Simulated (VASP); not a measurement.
## Ge: relaxation of cell and atoms with PBEsol+D3(BJ)

Crystal: Ge.

```
Ge
1.0
     3.99759    0.00000    0.00000
    -1.99879    3.46201    0.00000
     0.00000    0.00000    6.59938
Ge
4
Direct
  0.66667 0.33333 0.06290
  0.33333 0.66667 0.56290
  0.66667 0.33333 0.43710
  0.33333 0.66667 0.93710
```

This isn't the form of Ge at room conditions, which is diamond.

```
Program                : VASP 6.6.1
Task                   : relaxation of cell and atoms
Functional             : PBEsol
Dispersion             : D3(BJ)
Potentials or basis    : VASP PAW PBE potentials, release 64 (Ge_d)
Cutoff                 : 600 eV
k mesh                 : 7 × 7 × 4
Occupations            : fermi-dirac, width 0.1 eV
Spin                   : no spin polarisation
Dipole correction      : no
Further INCAR settings : ALGO = Normal; EDIFF = 1e-07; IBRION = 2; EDIFFG = -0.01; NSW = 80; ISIF = 3
```

```
Relaxed volume                        : 22.19 Å³/atom
Relaxed cell                          : a = 3.964 Å, b = 3.964 Å, c = 6.521 Å, α = 90.00°, β = 90.00°, γ = 120.00°
Space group after relaxing (to 0.1 Å) : P6_3/mmc (No. 194)
Energy gained by relaxing             : 4.0 meV/atom
Ionic steps                           : 7
Pressure after relaxing               : -0.1 GPa
Band gap on the k mesh                : zero (bands 28 and 29 overlap by 0.02 eV)
Dispersion energy per atom            : -0.279 eV
```

Forces in eV/Å, atoms in the order of the input:
```
Ge   0.000  0.000 -0.002
Ge   0.000  0.000 -0.002
Ge   0.000  0.000  0.002
Ge   0.000  0.000  0.002
```

Step by step:
| step | energy change (eV) | largest force (eV/Å) | pressure (GPa) | volume (Å³) |
| --- | --- | --- | --- | --- |
| 1 | 0.0000 | 0.0006 | -1.86 | 91.33 |
| 2 | -0.0140 | 0.0229 | 0.69 | 87.87 |
| 3 | -0.0159 | 0.0168 | 0.02 | 88.73 |
| 4 | -0.0159 | 0.0164 | -0.03 | 88.78 |
| 5 | -0.0159 | 0.0019 | -0.03 | 88.78 |
| 6 | -0.0159 | 0.0031 | -0.02 | 88.78 |
| 7 | -0.0160 | 0.0021 | -0.06 | 88.74 |

Final structure:
```
Ge
1.0
     3.96408    0.00000    0.00000
    -1.98204    3.43299    0.00000
     0.00000    0.00000    6.52107
Ge
4
Direct
  0.66667 0.33333 0.06273
  0.33333 0.66667 0.56273
  0.66667 0.33333 0.43727
  0.33333 0.66667 0.93727
```

Levels at points of the mesh, in eV from the Fermi level:
```csv
k point,band 24,band 25,band 26,band 27,band 28,band 29,band 30,band 31,band 32,band 33
"(0.00, 0.00, 0.00)",-1.58,-1.58,-0.18,-0.13,0.10,0.10,0.21,2.20,2.20,2.75
"(0.00, 0.00, 0.50)",-4.88,-0.93,-0.93,-0.93,-0.93,0.68,0.68,3.33,3.33,3.33
```

It took 7.4 min on 1 thread of Intel Xeon 8259CL, with other jobs on the host, peak memory 0.27 GiB.

Caveat: semilocal functionals underestimate gaps, and a narrow one can read as zero; the PAW data sets were made with another functional, which shifts forces and pressure a little.
